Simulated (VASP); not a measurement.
Input of a VASP 6.6.1 run:

Contents of POSCAR:

```
AlGa3N4
1.0
    4.4580287354      0.0000000000      0.0000000000
    0.0000000000      4.4580287354      0.0000000000
    0.0000000000      0.0000000000      4.4580287354
Al Ga N
1 3 4
Direct
    0.0000000000      0.0000000000      0.0000000000
    0.5000000000      0.5000000000      0.0000000000
    0.5000000000      0.0000000000      0.5000000000
    0.0000000000      0.5000000000      0.5000000000
    0.7553567307      0.7553567307      0.2446432693
    0.7553567307      0.2446432693      0.7553567307
    0.2446432693      0.7553567307      0.7553567307
    0.2446432693      0.2446432693      0.2446432693
```

The input INCAR.step1:

```
SYSTEM = AlGa3N4
PREC = Accurate
ENCUT = 520
ISMEAR = 0
SIGMA = 0.02
LREAL = .FALSE.
LASPH = .TRUE.
NELM = 60
NBANDS = 41
GGA = PE
ALGO = Normal
EDIFF = 1E-4
LWAVE = .TRUE.
LCHARG = .FALSE.
```

INCAR.step2

```
SYSTEM = AlGa3N4
PREC = Accurate
ENCUT = 520
EDIFF = 1E-6
ISMEAR = 0
SIGMA = 0.02
LREAL = .FALSE.
LASPH = .TRUE.
NELM = 60
ALGO = Normal
ISIF = 2
LWAVE = .FALSE.
LCHARG = .FALSE.
METAGGA = R2SCAN
LMIXTAU = .TRUE.
NBANDS = 41
ISTART = 1
```

Contents of KPOINTS:

```
Automatic mesh
0
G
  6 6 6
  0 0 0
```

Potentials or basis: VASP PAW PBE potentials, release 64 (Al, Ga_d, N).

Launch:

```sh
$ cat potpaw_PBE.64/Al/POTCAR potpaw_PBE.64/Ga_d/POTCAR potpaw_PBE.64/N/POTCAR > POTCAR
$ cp INCAR.step1 INCAR
$ mpirun -np 1 vasp_std > vasp.out
$ cp INCAR.step2 INCAR
$ mpirun -np 1 vasp_std > vasp.out
```

(1) Predict the band gap on the k mesh.

(2) Predict the largest force.

Answers

(1) 2.85 eV.

(2) 0.081 eV/Å.

Caveat: the PAW data sets were made with another functional, which shifts forces and pressure a little.
